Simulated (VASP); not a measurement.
## Pt: single point with PBEsol

The system is Pt.

```
Pt
1.0
     0.00000    1.90895    2.05579
     1.90895    0.00000    2.05579
     1.90895    1.90895    0.00000
Pt
1
Cartesian
  0.0000 0.0000 0.0000
```

This cell differs from its parent crystal: strain -0.025 along x and y, +0.050 along z.

```
Program             : VASP 6.6.1
Task                : single point
Functional          : PBEsol
Potentials or basis : VASP PAW PBE potentials, release 64 (Pt)
Cutoff              : 520 eV
k mesh              : 20 × 20 × 20
Occupations         : gaussian, width 0.15 eV
Spin                : no spin polarisation
```

```json
{
 "Pressure": "1.5 GPa",
 "Band gap on the k mesh": "zero (bands 5 and 6 overlap by 2.61 eV)"
}
```

Stress tensor (GPa, compression positive):
```
 4.70  0.00  0.00
 0.00  4.70  0.00
 0.00  0.00 -4.86
```

Levels at points of the mesh, in eV from the Fermi level:
```csv
k point,band 1,band 2,band 3,band 4,band 5,band 6,band 7,band 8,band 9,band 10
"(0.00, 0.00, 0.00)",-10.35,-4.41,-3.49,-3.49,-2.20,-1.11,14.71,18.40,20.26,20.26
"(0.50, 0.00, 0.00)",-7.41,-4.31,-3.45,-0.54,-0.13,0.25,5.92,14.02,18.51,19.77
"(0.50, 0.50, 0.00)",-7.25,-6.72,0.12,0.47,0.47,0.81,7.66,12.29,12.29,20.91
"(0.50, 0.00, 0.50)",-7.13,-6.65,-0.05,0.12,0.93,2.21,9.61,10.74,11.22,20.00
```

Run time: 110 s on 1 thread of Intel Xeon 8259CL, on a shared host, peak memory 0.23 GiB.

Caveat: the cell differs from its parent crystal (strain -0.025 along x and y, +0.050 along z); the PAW data sets were made with another functional, which shifts forces and pressure a little; spin-orbit coupling is left out, which moves the levels of the heavy elements.
